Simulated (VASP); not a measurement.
Crystal: Pt.

```
Pt
1.0
     0.00000    1.95971    1.95971
     1.95971    0.00000    1.95971
     1.95971    1.95971    0.00000
Pt
1
Cartesian
  0.0000 0.0000 0.0000
```

Base run:

```yaml
Program: VASP 6.6.1
Functional: PBEsol
Potentials_or_basis: VASP PAW PBE potentials, release 64 (Pt)
Cutoff: 520 eV
k_mesh: 14 × 14 × 14
Occupations: fermi-dirac, width 0.1 eV
Spin: non-collinear spin, zero start, spin-orbit coupling
Starting_moments: "[[0.0, 0.0, 0.0]] μB"
```

Its results: pressure 0.3 GPa.

Question: The run is repeated on the same cell with these changes: spin from non-collinear spin, zero start, spin-orbit coupling to no spin polarisation; further incar settings from ALGO = Normal; EDIFF = 1e-06; NBANDS = 21 to ALGO = Normal; EDIFF = 1e-06; NBANDS = 11. What comes out?

Answer: Pressure -0.4 GPa.

Caveats: the PAW data sets were made with another functional, which shifts forces and pressure a little.
